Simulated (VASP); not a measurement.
# Ni (Fm-3m) in VASP: a series of runs, part 2 of 2

VASP 6.6.1.

## (4) Single point, LDA, non-collinear spin, typed start, spin-orbit coupling

This run uses another cell than the first one, of 10.04 Å³/atom, 0.926 times its volume.

The input, INCAR:

```
PREC = Accurate
ENCUT = 520
EDIFF = 1E-6
ISMEAR = -1
SIGMA = 0.05
LREAL = F
LASPH = T
NELM = 150
ALGO = Normal
ISIF = 2
LWAVE = F
LCHARG = F
LNONCOLLINEAR = T
MAGMOM = 0 0 0.607
LORBIT = 11
LSORBIT = T
GGA_COMPAT = F
LORBMOM = T
LMAXMIX = 4
GGA = CA
NBANDS = 21
```

The input, KPOINTS:

```
Automatic mesh
0
Gamma
  16 16 16
```

The input, POSCAR:

```
Ni
1.0
    0.0000000000      1.7124641817      1.7124641817
    1.7124641817      0.0000000000      1.7124641817
    1.7124641817      1.7124641817      0.0000000000
Ni
1
Direct
    0.0000000000      0.0000000000      0.0000000000
```

Potentials or basis: VASP PAW LDA potentials, release 64 (Ni).

Launch:

```console
$ cat potpaw_LDA.64/Ni/POTCAR > POTCAR
$ mpirun -np 1 vasp_ncl > vasp.out
```

OUTCAR:

```text
PREC = Accurate
   ENCUT = 520
   EDIFF = 1E-6
   ISMEAR = -1
   LREAL = F
   LASPH = T
   NELM = 150
   ISIF = 2
   LNONCOLLINEAR = T
   LORBIT = 11
   LSORBIT = T
   GGA = CA

 ion  position               nearest neighbor table
   1  0.000  0.000  0.000-

  LATTYP: Found a face centered cubic cell.
 ALAT       =     3.4249283634

  Lattice vectors:

 A1 = (   0.0000000000,   1.7124641817,   1.7124641817)
 A2 = (   1.7124641817,   0.0000000000,   1.7124641817)
 A3 = (   1.7124641817,   1.7124641817,   0.0000000000)

Analysis of symmetry for initial positions (statically):
=====================================================================
 Subroutine PRICEL returns:
 Original cell was already a primitive cell.

 Routine SETGRP: Setting up the symmetry group for a
 face centered cubic supercell.

 Subroutine GETGRP returns: Found 48 space group operations
 (whereof 48 operations were pure point group operations)
 out of a pool of 48 trial point group operations.

The static configuration has the point symmetry O_h .

Analysis of symmetry for dynamics (positions and initial velocities):
=====================================================================
 Subroutine PRICEL returns:
 Original cell was already a primitive cell.

 Routine SETGRP: Setting up the symmetry group for a
 face centered cubic supercell.

 Subroutine GETGRP returns: Found 48 space group operations
 (whereof 48 operations were pure point group operations)
 out of a pool of 48 trial point group operations.

The dynamic configuration has the point symmetry O_h .

Analysis of structural, dynamic, and magnetic symmetry:
=====================================================================
[... 750 lines left out ...]
  -------------------------------------------------------------------------------------
  Total       -0.0303962     -0.0303962     -0.0309488      0.0000000      0.0000000      0.0000000
  in kB       -4.8488165     -4.8488165     -4.9369669      0.0000005      0.0000000      0.0000000
  external PRESSURE =      -4.8782000 kB  Pullay stress =       0.0000000 kB

 VOLUME and BASIS-vectors are now :
 -----------------------------------------------------------------------------
  energy-cutoff  :      520.00
  volume of cell :       10.04
      direct lattice vectors                 reciprocal lattice vectors
     0.000000000  1.712464182  1.712464182    -0.291976910  0.291976910  0.291976910
     1.712464182  0.000000000  1.712464182     0.291976910 -0.291976910  0.291976910
     1.712464182  1.712464182  0.000000000     0.291976910  0.291976910 -0.291976910

 POSITION                                       TOTAL-FORCE (eV/Angst)
 -----------------------------------------------------------------------------------
      0.00000      0.00000      0.00000         0.000000     -0.000000      0.000000
 -----------------------------------------------------------------------------------
    total drift:                               -0.000000     -0.000000     -0.000000

  FREE ENERGIE OF THE ION-ELECTRON SYSTEM (eV)
  ---------------------------------------------------
  free  energy   TOTEN  =        -6.5976602254 eV

  energy  without entropy=       -6.5847769524  energy(sigma->0) =       -6.59121859

 orbital moment (x)

 # of ion     p       d       tot
 ----------------------------------------
  1        -0.000  -0.000  -0.000
 ----------------------------------------
           -0.000  -0.000  -0.000

 orbital moment (y)

 # of ion     p       d       tot
 ----------------------------------------
  1         0.000  -0.000  -0.000
 ----------------------------------------
            0.000  -0.000  -0.000

 orbital moment (z)

 # of ion     p       d       tot
 ----------------------------------------
  1         0.000   0.041   0.041
 ----------------------------------------
            0.000   0.041   0.041

 Spin-Orbit-Coupling matrix elements

 Ion:    1  E_soc:     -0.0186754
 l=   1
     0.0000000    -0.0004659    -0.0004663
    -0.0004659     0.0000000    -0.0004659
    -0.0004663    -0.0004659     0.0000000
 l=   2
     0.0000000    -0.0004330     0.0000000    -0.0004330    -0.0022985
    -0.0004330     0.0000000    -0.0016202    -0.0004519    -0.0005413
     0.0000000    -0.0016202     0.0000000    -0.0016202     0.0000000
    -0.0004330    -0.0004519    -0.0016202     0.0000000    -0.0005413
    -0.0022985    -0.0005413     0.0000000    -0.0005413     0.0000000
 l=   3
     0.0000000     0.0000000     0.0000000     0.0000000     0.0000000     0.0000000     0.0000000
     0.0000000     0.0000000     0.0000000     0.0000000     0.0000000     0.0000000     0.0000000
     0.0000000     0.0000000     0.0000000     0.0000000     0.0000000     0.0000000     0.0000000
     0.0000000     0.0000000     0.0000000     0.0000000     0.0000000     0.0000000     0.0000000
     0.0000000     0.0000000     0.0000000     0.0000000     0.0000000     0.0000000     0.0000000
     0.0000000     0.0000000     0.0000000     0.0000000     0.0000000     0.0000000     0.0000000
     0.0000000     0.0000000     0.0000000     0.0000000     0.0000000     0.0000000     0.0000000

 total charge

# of ion       s       p       d       tot
------------------------------------------
    1        0.534   0.571   8.368   9.473

 magnetization (x)

# of ion       s       p       d       tot
------------------------------------------
    1        0.000   0.000   0.000   0.000

 magnetization (y)

# of ion       s       p       d       tot
------------------------------------------
    1        0.000   0.000   0.000   0.000

 magnetization (z)

# of ion       s       p       d       tot
------------------------------------------
    1       -0.005  -0.018   0.590   0.567
```

stdout:

```text
POSCAR found type information on POSCAR Ni
 POSCAR found :  1 types and       1 ions
 scaLAPACK will be used
 LDA part: xc-table for (Slater(with rela. corr.)+CA(PZ))
 , standard interpolation
 POSCAR, INCAR and KPOINTS ok, starting setup
 FFT: planning ... GRIDC
 FFT: planning ... GRID_SOFT
 FFT: planning ... GRID
 WAVECAR not read
 entering main loop
```

Run time: 1.8 min. Hardware: 1 thread of Intel Xeon 6975P-C (Granite Rapids), shared host; peak memory 0.27 GiB.

What came out:

```
Free energy                                           : -6.5977 eV
Pressure                                              : -0.5 GPa
Net moment                                            : 0.57 μB per cell
Valence electrons inside the program's atomic spheres : Ni 9.47
```

Moments on the atoms (μB; x, y, z):
```
Ni  0.00 0.00 0.57
```

## (5) Single point, LDA, collinear spin, ferromagnetic start (volume scaled by 1.08)

The input, INCAR:

```
PREC = Accurate ; ENCUT = 520
EDIFF = 1E-6 ; ISMEAR = -1
SIGMA = 0.05 ; LREAL = F
LASPH = T ; NELM = 150
ALGO = Normal ; ISIF = 2
LWAVE = F ; LCHARG = F
ISPIN = 2 ; MAGMOM = 0.607
LORBIT = 11 ; LMAXMIX = 4
NBANDS = 15
```

The input, KPOINTS:

```
Automatic mesh
0
Gamma
  26 26 26
```

The input, POSCAR:

```
Ni
1.0
    0.0000000000      1.7569639572      1.7569639572
    1.7569639572      0.0000000000      1.7569639572
    1.7569639572      1.7569639572      0.0000000000
Ni
1
Direct
    0.0000000000      0.0000000000      0.0000000000
```

Launch:

```console
$ cat potpaw_LDA.64/Ni/POTCAR > POTCAR
$ mpirun -np 1 vasp_std > vasp.out
```

It took 60 s on 1 thread of Intel Xeon 6975P-C (Granite Rapids), shared host; peak memory 0.22 GiB.

The run converged. Its results:

```yaml
Free_energy: -6.5412 eV
Pressure: -16.4 GPa
Net_moment: 0.58 μB per cell
Site_moments: Ni +0.59 μB
Valence_electrons_inside_the_program's_atomic_spheres: Ni 9.33
```

Levels at points of the mesh, in eV from the Fermi level:
Spin up:
```csv
k point,band 2,band 3,band 4,band 5,band 6,band 7,band 8,band 9
"(0.00, 0.00, 0.00)",-2.34,-2.34,-2.34,-1.18,-1.18,23.82,27.59,27.59
"(0.50, 0.00, 0.00)",-2.34,-2.34,-0.49,-0.49,-0.25,5.75,22.34,24.62
"(0.50, 0.50, 0.00)",-4.13,-0.46,-0.34,-0.34,2.46,9.31,14.81,14.81
```
Spin down:
```
           k point  band 3  band 4  band 5  band 6  band 7  band 8
(0.00, 0.00, 0.00)   -1.74   -1.74   -0.63   -0.63   23.80   27.64
(0.50, 0.00, 0.00)   -1.80   -0.23    0.14    0.14    6.12   22.31
(0.50, 0.50, 0.00)    0.11    0.34    0.34    2.51    9.58   14.87
```

Caveat: the cell differs from its parent crystal (volume scaled by 1.08).

## (6) Single point, LDA, collinear spin, ferromagnetic start (volume scaled by 1.12)

The input, INCAR:

```
  PREC = Accurate
  ENCUT = 520
  EDIFF = 1E-6
  ISMEAR = -1
  SIGMA = 0.05
  LREAL = F
  LASPH = T
  NELM = 150
  ALGO = Normal
  ISIF = 2
  LWAVE = F
  LCHARG = F
  ISPIN = 2
  MAGMOM = 0.607
  LORBIT = 11
  LMAXMIX = 4
  GGA = CA
  NBANDS = 15
```

The input, KPOINTS:

```
regular mesh
0
Gamma
  26 26 26
```

The input, POSCAR:

```
Ni
1.0
    0.0000000000      1.7783924588      1.7783924588
    1.7783924588      0.0000000000      1.7783924588
    1.7783924588      1.7783924588      0.0000000000
Ni
1
Direct
    0.0000000000      0.0000000000      0.0000000000
```

Potentials or basis: VASP PAW LDA potentials, release 64 (Ni).

Launch:

```console
$ cat potpaw_LDA.64/Ni/POTCAR > POTCAR
$ mpirun -np 1 vasp_std > vasp.out
```

Wall time 74 s (1 thread of Intel Xeon 6975P-C (Granite Rapids), shared host); peak memory 0.22 GiB.

The run converged. Its results:

```yaml
Free_energy: -6.4929 eV
Pressure: -22.0 GPa
Net_moment: 0.59 μB per cell
Site_moments: Ni +0.60 μB
Valence_electrons_inside_the_program's_atomic_spheres: Ni 9.26
```

Levels at points of the mesh, in eV from the Fermi level:
Spin up:
```csv
k point,band 1,band 2,band 3,band 4,band 5,band 6,band 7,band 8,band 9,band 10
"(0.00, 0.00, 0.00)",-8.75,-2.25,-2.25,-2.25,-1.16,-1.16,23.51,27.00,27.00,27.00
"(0.50, 0.00, 0.00)",-4.60,-2.25,-2.25,-0.50,-0.50,-0.19,5.49,22.05,23.99,23.99
"(0.50, 0.50, 0.00)",-4.40,-3.94,-0.47,-0.36,-0.36,2.44,8.99,14.47,14.47,19.41
```
Spin down:
| k point | band 3 | band 4 | band 5 | band 6 | band 7 | band 8 |
| --- | --- | --- | --- | --- | --- | --- |
| (0.00, 0.00, 0.00) | -1.65 | -1.65 | -0.60 | -0.60 | 23.49 | 27.04 |
| (0.50, 0.00, 0.00) | -1.70 | -0.16 | 0.14 | 0.14 | 5.86 | 22.02 |
| (0.50, 0.50, 0.00) | 0.11 | 0.33 | 0.33 | 2.48 | 9.25 | 14.53 |

Caveat: the cell differs from its parent crystal (volume scaled by 1.12).

## (7) Single point, LDA, non-collinear spin, typed start, spin-orbit coupling

This run uses another cell than the first one, of 10.04 Å³/atom, 0.926 times its volume.

The input, INCAR:

```
PREC = Accurate
ENCUT = 520
EDIFF = 1E-6
ISMEAR = -1
SIGMA = 0.05
LREAL = F
LASPH = T
NELM = 150
ALGO = Normal
ISIF = 2
LWAVE = F
LCHARG = F
LNONCOLLINEAR = T
MAGMOM = 0 0 0.607
LORBIT = 11
LSORBIT = T
GGA_COMPAT = F
LORBMOM = T
LMAXMIX = 4
GGA = CA
NBANDS = 21
```

The input, KPOINTS:

```
Automatic mesh
0
Gamma
  16 16 16
```

The input, POSCAR:

```
Ni
1.0
    0.0000000000      1.7124645921      1.7124645921
    1.7124645921      0.0000000000      1.7124645921
    1.7124645921      1.7124645921      0.0000000000
Ni
1
Direct
    0.0000000000      0.0000000000      0.0000000000
```

Launch:

```console
$ cat potpaw_LDA.64/Ni/POTCAR > POTCAR
$ mpirun -np 1 vasp_ncl > vasp.out
```

It took 99 s on 1 thread of Intel Xeon 6975P-C (Granite Rapids), shared host; peak memory 0.26 GiB.

Results (log left out):

```
Free energy                                           : -6.5977 eV
Pressure                                              : -0.5 GPa
Net moment                                            : 0.57 μB per cell
Valence electrons inside the program's atomic spheres : Ni 9.47
```

Moments on the atoms (μB; x, y, z):
```
Ni  0.00 0.00 0.57
```

## (8) Overview

| spin | cell | k mesh | gap on the mesh (eV) | pressure (GPa) | moment (μB) |
| --- | --- | --- | --- | --- | --- |
| collinear, ferromagnetic start | a = 2.485 Å, angles 60.0°, 1 atom | 26 × 26 × 26 | none | -16.4 | 0.58 |
| collinear, ferromagnetic start | a = 2.515 Å, angles 60.0°, 1 atom | 26 × 26 × 26 | none | -22.0 | 0.59 |
| non-collinear, typed start, SOC | a = 2.422 Å, angles 60.0°, 1 atom | 16 × 16 × 16 | - | -0.5 | 0.57 |

Alike in all rows: task single point; level LDA; potentials or basis VASP PAW LDA potentials, release 64 (Ni); cutoff (eV) 520; smearing fermi-dirac 0.05 eV.

Total energies depend on the potentials used, so only differences within one code and one set of settings carry meaning.
